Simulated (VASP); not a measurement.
# NaCl (Fm-3m) in VASP: further runs, part 3 of 3

VASP 6.6.1. Earlier steps stand in the parts before.

## (4) Single point, PBE (volume scaled by 0.94)

INCAR reads:

```
PREC     = Accurate       # precision mode
ENCUT    = 520            # plane-wave cutoff, eV
EDIFF    = 1E-6           # SCF threshold, eV
ISMEAR   = 0              # smearing method
SIGMA    = 0.02           # smearing width, eV
LREAL    = F              # projectors in reciprocal space
LASPH    = T              # aspherical terms in the spheres
NELM     = 60             # most SCF steps
ALGO     = Normal         # electronic algorithm
ISIF     = 2              # what is computed and relaxed
LWAVE    = F              # write WAVECAR
LCHARG   = F              # write CHGCAR
GGA      = PE             # functional
NBANDS   = 14             # bands
```

KPOINTS reads:

```
Automatic mesh
0
Gamma
  8 8 8
```

POSCAR reads:

```
NaCl
1.0
    0.0000000000      2.7889731238      2.7889731238
    2.7889731238      0.0000000000      2.7889731238
    2.7889731238      2.7889731238      0.0000000000
Na Cl
1 1
Direct
    0.0000000000      0.0000000000      0.0000000000
    0.5000000000      0.5000000000      0.5000000000
```

Potentials or basis: VASP PAW PBE potentials, release 64 (Na_pv, Cl).

Launch:

```sh
cat potpaw_PBE.64/Na_pv/POTCAR potpaw_PBE.64/Cl/POTCAR > POTCAR
mpirun -np 1 vasp_std > vasp.out
```

OUTCAR:

```text
PREC = Accurate
   ENCUT = 520
   EDIFF = 1E-6
   ISMEAR = 0
   LREAL = F
   LASPH = T
   NELM = 60
   ISIF = 2
   GGA = PE

 ion  position               nearest neighbor table
   1  0.000  0.000  0.000-
   2  0.500  0.500  0.500-

  LATTYP: Found a face centered cubic cell.
 ALAT       =     5.5779462476

  Lattice vectors:

 A1 = (   0.0000000000,   2.7889731238,   2.7889731238)
 A2 = (   2.7889731238,   0.0000000000,   2.7889731238)
 A3 = (   2.7889731238,   2.7889731238,   0.0000000000)

Analysis of symmetry for initial positions (statically):
=====================================================================
 Subroutine PRICEL returns:
 Original cell was already a primitive cell.

 Routine SETGRP: Setting up the symmetry group for a
 face centered cubic supercell.

 Subroutine GETGRP returns: Found 48 space group operations
 (whereof 48 operations were pure point group operations)
 out of a pool of 48 trial point group operations.

The static configuration has the point symmetry O_h .

Analysis of symmetry for dynamics (positions and initial velocities):
=====================================================================
 Subroutine PRICEL returns:
 Original cell was already a primitive cell.

 Routine SETGRP: Setting up the symmetry group for a
 face centered cubic supercell.

 Subroutine GETGRP returns: Found 48 space group operations
 (whereof 48 operations were pure point group operations)
 out of a pool of 48 trial point group operations.

The dynamic configuration has the point symmetry O_h .

 Subroutine INISYM returns: Found 48 space group operations
 (whereof 48 operations are pure point group operations),
 and found     1 'primitive' translations

----------------------------------------------------------------------------------------

                                     Primitive cell

  volume of cell :      43.3873

  direct lattice vectors                    reciprocal lattice vectors
     0.000000000  2.788973124  2.788973124    -0.179277454  0.179277454  0.179277454
     2.788973124  0.000000000  2.788973124     0.179277454 -0.179277454  0.179277454
     2.788973124  2.788973124  0.000000000     0.179277454  0.179277454 -0.179277454

  length of vectors
     3.944203617  3.944203617  3.944203617     0.310517658  0.310517658  0.310517658

  position of ions in fractional coordinates (direct lattice)
     0.000000000  0.000000000  0.000000000
     0.500000000  0.500000000  0.500000000

  ion indices of the primitive-cell ions
   primitive index   ion index
                 1           1
                 2           2

----------------------------------------------------------------------------------------

 KPOINTS: Automatic mesh

Automatic generation of k-mesh.
 Grid dimensions read from file:
 generate k-points for:    8    8    8

 Generating k-lattice:

  Cartesian coordinates                     Fractional coordinates (reciprocal lattice)
    -0.022409682  0.022409682  0.022409682     0.125000000  0.000000000  0.000000000
     0.022409682 -0.022409682  0.022409682     0.000000000  0.125000000  0.000000000
     0.022409682  0.022409682 -0.022409682     0.000000000  0.000000000  0.125000000

  Length of vectors
     0.038814707  0.038814707  0.038814707

  Shift w.r.t. Gamma in fractional coordinates (k-lattice)
     0.000000000  0.000000000  0.000000000

 Subroutine IBZKPT returns following result:
 ===========================================

 Found     29 irreducible k-points:

 Following reciprocal coordinates:
            Coordinates               Weight
  0.000000  0.000000  0.000000      1.000000
  0.125000  0.000000  0.000000      8.000000
  0.250000  0.000000  0.000000      8.000000
  0.375000  0.000000  0.000000      8.000000
  0.500000  0.000000  0.000000      4.000000
  0.125000  0.125000  0.000000      6.000000
[... 16 lines left out ...]
  0.500000  0.250000  0.125000     48.000000
 -0.375000  0.250000  0.125000     24.000000
 [... further k-points ...]
   k-points           NKPTS =     29   k-points in BZ     NKDIM =     29   number of bands    NBANDS=     14
   number of dos      NEDOS =    301   number of ions     NIONS =      2
   total plane-waves  NPLWV =  27000
   dimension x,y,z NGX =    30 NGY =   30 NGZ =   30
   dimension x,y,z NGXF=    60 NGYF=   60 NGZF=   60
   ions per type =               1   1
   NGX,Y,Z   is equivalent  to a cutoff of  12.64, 12.64, 12.64 a.u.
   NGXF,Y,Z  is equivalent  to a cutoff of  25.29, 25.29, 25.29 a.u.
 SYSTEM =  unknown system
   PREC   = accura    normal or accurate (medium, high low for compatibility)
   ISTART =      0    job   : 0-new  1-cont  2-samecut
   ICHARG =      2    charge: 1-file 2-atom 10-const
   ISPIN  =      1    spin polarized calculation?
   LNONCOLLINEAR =      F non collinear calculations
   LSORBIT =      F    spin-orbit coupling
   LASPH  =      T    aspherical Exc in radial PAW
   ENCUT  =  520.0 eV  38.22 Ry    6.18 a.u.   7.33  7.33  7.33*2*pi/ulx,y,z
   NELM   =     60;   NELMIN=  2; NELMDL= -5     # of ELM steps
   EDIFF  = 0.1E-05   stopping-criterion for ELM
   LREAL  =      F    real-space projection
   EDIFFG = 0.1E-04   stopping-criterion for IOM
   NSW    =      0    number of steps for IOM
   IBRION =     -1    ionic relax: 0-MD 1-quasi-New 2-CG
   NFREE  =      0    steps in history (QN), initial steepest desc. (CG)
   ISIF   =      2    stress and relaxation
   ISYM   =      2    0-nonsym 1-usesym 2-fastsym
   POTIM  = 0.5000    time-step for ionic-motion
   TEBEG  =    0.0;   TEEND  =   0.0 temperature during run
   PSTRESS=    0.0 pullay stress
   NELECT =      14.0000    total number of electrons
   NUPDOWN=      -1.0000    fix difference up-down
   EMIN   =  10.00;   EMAX   =-10.00  energy-range for DOS
   EFERMI =   0.00;   METHOD = LEGACY
   ISMEAR =     0;   SIGMA  =   0.02  broadening in eV -4-tet -1-fermi 0-gaus
   EFERMI_NEDOS =   21; number of points for ismear=-14 and -15
   IALGO  =     38    algorithm
   IMIX   =      4    mixing-type and parameters
     AMIX     =   0.40;   BMIX     =  1.00
     AMIX_MAG =   1.60;   BMIX_MAG =  1.00
  volume/ion in A,a.u.               =      21.69       146.40
  Fermi-wavevector in a.u.,A,eV,Ry     =   1.122871  2.121918 17.154759  1.260839
  Thomas-Fermi vector in A             =   2.259534
   LORBIT       =      0    0 simple, 1 ext, 2 COOP (PROOUT), +10 PAW based schemes
   GGA     = PE    functional components
   LHFCALC =     F    Hartree Fock is set to
   AEXX    =    0.0000 exact exchange contribution
   IVDW    =     0    specifies the selected vdW correction
   LEPSILON=     F    determine dielectric tensor
   LRPA    =     F    only Hartree local field effects (RPA)
 non-spin polarized calculation
 Gauss-broadening in eV      SIGMA  =   0.02
  energy-cutoff  :      520.00
  volume of cell :       43.39
 maximum number of plane-waves:      1211
 NGX is ok and might be reduce to    30
   NGX = 15   NGY = 15   NGZ = 15

 number of electron      14.0000008 magnetization

 Free energy of the ion-electron system (eV)
  ---------------------------------------------------
  ext. energy  EPLUGINS =         0.00000000
  ---------------------------------------------------
  free energy    TOTEN  =        -6.76336605 eV

  energy without entropy =       -6.76336605  energy(sigma->0) =       -6.76336605

 E-fermi :  -0.3773     XC(G=0):  -8.3091

 val. band max:       -0.5354634337   @ k =   0.0000   0.0000   0.0000
 cond. band min:       4.7028247746   @ k =   0.0000   0.0000   0.0000
 fundamental gap:      5.2382882083
 Fermi energy:        -0.3772815868

 k-point     1 :       0.0000    0.0000    0.0000
  band No.  band energies     occupation
      1     -21.2919      2.00000
      2     -21.2919      2.00000
      3     -21.2919      2.00000
      4     -13.2713      2.00000
      5      -0.5355      2.00000
      6      -0.5355      2.00000
      7      -0.5355      2.00000
      8       4.7028      0.00000
      9      10.6178      0.00000
     10      10.6178      0.00000
     11      10.6178      0.00000
     12      12.8223      0.00000
     13      12.8223      0.00000
     14      14.4837      0.00000
[... 375 lines left out ...]
 k-point    24 :      -0.3750    0.2500    0.1250
  band No.  band energies     occupation
      1     -21.3193      2.00000
      2     -21.3013      2.00000
      3     -21.2969      2.00000
      4     -12.8651      2.00000
      5      -2.2740      2.00000
      6      -1.3422      2.00000
      7      -0.9727      2.00000
      8       7.8800      0.00000
      9       9.1472      0.00000
     10       9.8663      0.00000
     11      11.3201      0.00000
     12      13.9883      0.00000
     13      15.2980      0.00000
     14      16.2987      0.00000

 [... further k-points ...]
[... 5 lines left out ...]
  --------------------------------------------------------------------------------------
  -------------------------------------------------------------------------------------
  Total        0.4582910      0.4582910      0.4582910      0.0000000      0.0000000      0.0000000
  in kB       16.9234499     16.9234499     16.9234499      0.0000000      0.0000000      0.0000000
  external PRESSURE =      16.9234499 kB  Pullay stress =       0.0000000 kB

 VOLUME and BASIS-vectors are now :
 -----------------------------------------------------------------------------
  energy-cutoff  :      520.00
  volume of cell :       43.39
      direct lattice vectors                 reciprocal lattice vectors
     0.000000000  2.788973124  2.788973124    -0.179277454  0.179277454  0.179277454
     2.788973124  0.000000000  2.788973124     0.179277454 -0.179277454  0.179277454
     2.788973124  2.788973124  0.000000000     0.179277454  0.179277454 -0.179277454

 POSITION                                       TOTAL-FORCE (eV/Angst)
 -----------------------------------------------------------------------------------
      0.00000      0.00000      0.00000         0.000000     -0.000000      0.000000
      2.78897      2.78897      2.78897        -0.000000      0.000000     -0.000000
 -----------------------------------------------------------------------------------
    total drift:                               -0.000000      0.000000      0.000000

  FREE ENERGIE OF THE ION-ELECTRON SYSTEM (eV)
  ---------------------------------------------------
  free  energy   TOTEN  =        -6.7633660496 eV

  energy  without entropy=       -6.7633660496  energy(sigma->0) =       -6.76336605
```

Run time: 35 s. Hardware: 1 thread of AMD EPYC 7R13, shared host; peak memory 0.13 GiB.

What came out:

- Free energy: -6.7634 eV
- Pressure: 1.7 GPa
- Band gap on the k mesh: 5.24 eV, direct

Caveat: the cell differs from its parent crystal (volume scaled by 0.94).

## (5) Single point, PBE

This run uses another cell than the first one, of 22.19 Å³/atom, 1.057 times its volume.

INCAR reads:

```
SYSTEM = NaCl
PREC     = Accurate       ! precision mode
ENCUT    = 520            ! plane-wave cutoff, eV
EDIFF    = 1E-7           ! SCF threshold, eV
ISMEAR   = 0              ! smearing method
SIGMA    = 0.02           ! smearing width, eV
LREAL    = .FALSE.        ! projectors in reciprocal space
LASPH    = .TRUE.         ! aspherical terms in the spheres
NELM     = 60             ! most SCF steps
ALGO     = Normal         ! electronic algorithm
ISIF     = 2              ! what is computed and relaxed
LWAVE    = .FALSE.        ! write WAVECAR
LCHARG   = .FALSE.        ! write CHGCAR
GGA      = PE             ! functional
NBANDS   = 14             ! bands
```

KPOINTS reads:

```
Automatic mesh
0
G
  8 8 8
  0 0 0
```

POSCAR reads:

```
NaCl
1.0
    0.0000000000      2.8100000000      2.8100000000
    2.8100000000      0.0000000000      2.8100000000
    2.8100000000      2.8100000000      0.0000000000
Na Cl
1 1
Direct
    0.0000000000      0.0000000000      0.0000000000
    0.5000000000      0.5000000000      0.5000000000
```

Launch:

```sh
cat potpaw_PBE.64/Na_pv/POTCAR potpaw_PBE.64/Cl/POTCAR > POTCAR
mpirun -np 1 vasp_std > vasp.out
```

Run time: 43 s. Hardware: 1 thread of AMD EPYC 7R13, shared host; peak memory 0.13 GiB.

The run converged. Its results:

```
Free energy            : -6.7720 eV
Pressure               : 1.0 GPa
Band gap on the k mesh : 5.15 eV, direct
```

Levels at points of the mesh, in eV from the valence-band top:
```
           k point  band 5  band 6  band 7  band 8  band 9  band 10
(0.00, 0.00, 0.00)    0.00    0.00    0.00    5.15   11.13    11.13
(0.50, 0.00, 0.00)   -1.96   -0.27   -0.27    7.29   10.71    11.00
(0.50, 0.50, 0.00)   -1.69   -0.61   -0.61    7.57    8.07    11.40
```

## (6) Single point, PBE (volume scaled by 0.97)

INCAR reads:

```
  PREC = Accurate
  ENCUT = 520
  EDIFF = 1E-6
  ISMEAR = 0
  SIGMA = 0.02
  LREAL = False
  LASPH = True
  NELM = 60
  ALGO = Normal
  ISIF = 2
  LWAVE = False
  LCHARG = True
  GGA = PE
  LELF = True
  LVHAR = True
  NBANDS = 14
```

KPOINTS reads:

```
Automatic mesh
0
Gamma
  8 8 8
```

POSCAR reads:

```
NaCl
1.0
    0.0000000000      2.8183328931      2.8183328931
    2.8183328931      0.0000000000      2.8183328931
    2.8183328931      2.8183328931      0.0000000000
Na Cl
1 1
Direct
    0.0000000000      0.0000000000      0.0000000000
    0.5000000000      0.5000000000      0.5000000000
```

Potentials or basis: VASP PAW PBE potentials, release 64 (Na_pv, Cl).

Launch:

```sh
cat potpaw_PBE.64/Na_pv/POTCAR potpaw_PBE.64/Cl/POTCAR > POTCAR
mpirun -np 1 vasp_std > vasp.out
```

It took 38 s on 1 thread of AMD EPYC 7R13, shared host; peak memory 0.13 GiB.

It converged, with:

```yaml
Free_energy: -6.7743 eV
Pressure: 0.8 GPa
Band_gap_on_the_k_mesh: 5.11 eV, direct
```

Levels at points of the mesh, in eV from the valence-band top:
```csv
k point,band 3,band 4,band 5,band 6,band 7,band 8,band 9,band 10,band 11,band 12
"(0.00, 0.00, 0.00)",-20.82,-12.66,0.00,0.00,0.00,5.11,11.12,11.12,11.12,13.29
"(0.50, 0.00, 0.00)",-20.82,-12.32,-1.93,-0.26,-0.26,7.28,10.64,10.98,10.98,15.00
"(0.50, 0.50, 0.00)",-20.82,-12.28,-1.66,-0.60,-0.60,7.54,8.08,11.33,14.79,14.79
```

Caveat: the cell differs from its parent crystal (volume scaled by 0.97).

## (7) Summary

```csv
cell,gap on the mesh (eV),pressure (GPa)
"a = 3.902 Å, angles 60.0°, 2 atoms",5.37,2.8
"a = 3.858 Å, angles 60.0°, 2 atoms",5.52,4.1
"a = 3.944 Å, angles 60.0°, 2 atoms",5.24,1.7
"a = 3.974 Å, angles 60.0°, 2 atoms",5.15,1.0
"a = 3.986 Å, angles 60.0°, 2 atoms",5.11,0.8
```

Alike in all rows: task single point; level PBE; potentials or basis VASP PAW PBE potentials, release 64 (Na_pv, Cl); no spin polarisation; k mesh 8 × 8 × 8; cutoff (eV) 520; smearing gaussian 0.02 eV.

Absolute energies hang on the potentials; compare differences alone.
